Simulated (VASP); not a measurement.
HgPt, 2 atoms in the cell. Symmetry: P4mm, No. 99, tetragonal system. Conventional cell: a = 2.971 Å, b = 2.971 Å, c = 3.825 Å, α = 90.00°, β = 90.00°, γ = 90.00°. Within 3.9 Å of Hg (site symmetry 4mm) lie 8 Pt at 2.79 to 2.89 Å and 6 Hg at 2.97 to 3.83 Å. Within 3.9 Å of Pt (site symmetry 4mm) lie 8 Hg at 2.79 to 2.89 Å and 6 Pt at 2.97 to 3.83 Å.  This cell differs from its parent crystal: all Hg atoms moved +0.075 Å, as atom 1 along Cartesian [0 0 1].

```yaml
Program: VASP 6.6.1
Task: single point
Functional: PBEsol
Potentials_or_basis: VASP PAW PBE potentials, release 64 (Hg, Pt)
Cutoff: 520 eV
k_mesh: 16 × 16 × 12
Occupations: gaussian, width 0.15 eV
Spin: no spin polarisation
Dipole_correction: no
Further_INCAR_settings: ALGO = Fast; EDIFF = 1e-06; NBANDS = 18
```

Potentials or basis: VASP PAW PBE potentials, release 64 (Hg, Pt).

Run with:

```console
$ cat potpaw_PBE.64/Hg/POTCAR potpaw_PBE.64/Pt/POTCAR > POTCAR
$ mpirun -np 1 vasp_std > vasp.out
```

Hardware: 1 thread of Oxide Virtual Turin-like Processor (shared host).

Question: Estimate the wall time of this run.

Answer: Run time: 3.6 min on 1 thread of Oxide Virtual Turin-like Processor, with other jobs on the host, peak memory 0.28 GiB. Counts: scf iterations 12, k points 315.
